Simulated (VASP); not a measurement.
Crystal: Rh.

```
Rh
1.0
    -1.52010    1.52010    1.52010
     1.52010   -1.52010    1.52010
     1.52010    1.52010   -1.52010
Rh
1
Direct
  0.00000 0.00000 0.00000
```

This isn't the form of Rh at room conditions, which is fcc.

```yaml
Program: VASP 6.6.1
Task: relaxation of cell and atoms
Functional: PBE
Potentials_or_basis: VASP PAW PBE potentials, release 64 (Rh_pv)
Cutoff: 600 eV
k_mesh: 19 × 19 × 19
Occupations: fermi-dirac, width 0.05 eV
Spin: no spin polarisation
```

At the start: pressure 7.4 GPa; volume 14.05 Å³/atom.

Question: How do energy, volume and symmetry change on relaxing?

Answer: Over 4 steps the energy falls by 9.3 meV/atom and the volume is 14.47 Å³/atom (+3.0 %); space group Im-3m (No. 229, to 0.1 Å) before and after.

Step by step:
```csv
step,energy change (eV),largest force (eV/Å),pressure (GPa),volume (Å³)
1,0.0000,0.0000,7.39,14.05
2,0.0300,0.0000,-12.51,15.41
3,-0.0093,0.0000,-0.09,14.48
4,-0.0093,0.0000,-0.01,14.47
```

Final structure:
```yaml
crystal:
  lattice:
    - [-1.53500, 1.53500, 1.53500]
    - [1.53500, -1.53500, 1.53500]
    - [1.53500, 1.53500, -1.53500]
  atoms:
    - { symbol: Rh, position: [0.00000, 0.00000, 0.00000] }
```
